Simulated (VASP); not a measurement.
Runs of VASP 6.6.1 on Mo. The structure is that of space group Fm-3m (No. 225), or close to it. The cells are those of the table. 

```csv
level,cell,k mesh,smearing,pressure (GPa),moment (μB)
BLYP,"a = 2.791 Å, angles 60.0°, 1 atom",8 × 8 × 8,fermi-dirac 0.05 eV,(b),0.00
BLYP,"a = 2.869 Å, angles 60.0°, 1 atom",8 × 8 × 8,fermi-dirac 0.05 eV,0.3,0.00
BLYP,"a = 2.811 Å, angles 60.0°, 1 atom",8 × 8 × 8,fermi-dirac 0.05 eV,14.9,0.00
BLYP+D4,"a = 2.906 Å, angles 60.0°, 1 atom",8 × 8 × 8,gaussian 0.15 eV,(a),0.00
BLYP+D4,"a = 2.791 Å, angles 60.0°, 1 atom",8 × 8 × 8,gaussian 0.15 eV,8.7,0.00
BLYP+D3(BJ),"a = 2.906 Å, angles 60.0°, 1 atom",11 × 11 × 11,fermi-dirac 0.05 eV,-21.6,0.00
BLYP+D4,"a = 2.887 Å, angles 60.0°, 1 atom",8 × 8 × 8,gaussian 0.15 eV,(c),0.00
BLYP+D4,"a = 2.869 Å, angles 60.0°, 1 atom",8 × 8 × 8,gaussian 0.15 eV,-10.1,0.00
```

Alike in all rows: task single point; potentials or basis VASP PAW PBE potentials, release 64 (Mo_sv); spin non-collinear, zero start, SOC; cutoff (eV) 520.

Problem. Estimate the missing entries.

Solution. (a) -16.8; (b) 20.9; (c) -13.6.

Caveats: the PAW data sets were made with another functional, which shifts forces and pressure a little; three body term missing (some runs).
